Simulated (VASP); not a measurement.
Ga4PN3:

```
N Ga P
1.0
     4.45351    0.00000    0.00000
     0.00000    4.45351    0.00000
     0.00000    0.00000    4.45351
N Ga P
3 4 1
Direct
  0.50000 0.00000 0.00000
  0.00000 0.50000 0.00000
  0.00000 0.00000 0.50000
  0.25000 0.75000 0.75000
  0.75000 0.25000 0.75000
  0.75000 0.75000 0.25000
  0.25000 0.25000 0.25000
  0.50000 0.50000 0.50000
```

* Program: VASP 6.6.1
* Task: relaxation of cell and atoms
* Functional: PBE
* Potentials or basis: VASP PAW PBE potentials, release 64 (N, Ga_d, P)
* Cutoff: 600 eV
* k mesh: 6 × 6 × 6
* Occupations: fermi-dirac, width 0.02 eV
* Spin: no spin polarisation

At the start: pressure 56.3 GPa; volume 11.04 Å³/atom.

Q: Where does the relaxation end?

A: Over 11 steps the energy falls by 633.4 meV/atom and the volume is 13.83 Å³/atom (+25.2 %); space group P-43m (No. 215, to 0.05 Å).

Step by step:
```tsv
step	energy change (eV)	largest force (eV/Å)	pressure (GPa)	volume (Å³)
1	0.0000	7.5524	56.32	88.33
2	-0.2131	2.1948	-18.90	147.82
3	-4.9684	1.1273	-0.75	110.92
4	-5.0048	0.8697	1.27	109.38
5	-5.0127	0.6904	2.62	108.37
6	-5.0629	0.0025	-1.25	111.74
7	-5.0655	0.1189	-0.65	111.13
8	-5.0672	0.0477	0.23	110.48
9	-5.0674	0.0023	-0.06	110.65
10	-5.0674	0.0076	-0.01	110.64
11	-5.0674	0.0025	0.05	110.63
```

Final structure:
```
CELL_PARAMETERS angstrom
4.80055 0.00000 0.00000
0.00000 4.80055 0.00000
0.00000 0.00000 4.80055
ATOMIC_POSITIONS crystal
N 0.50000 0.00000 0.00000
N 0.00000 0.50000 0.00000
N 0.00000 0.00000 0.50000
Ga 0.23095 0.76905 0.76905
Ga 0.76905 0.23095 0.76905
Ga 0.76905 0.76905 0.23095
Ga 0.23095 0.23095 0.23095
P 0.50000 0.50000 0.50000
```

Caveat: the volume moved by over 15 % at a fixed basis, so the end points are rough.
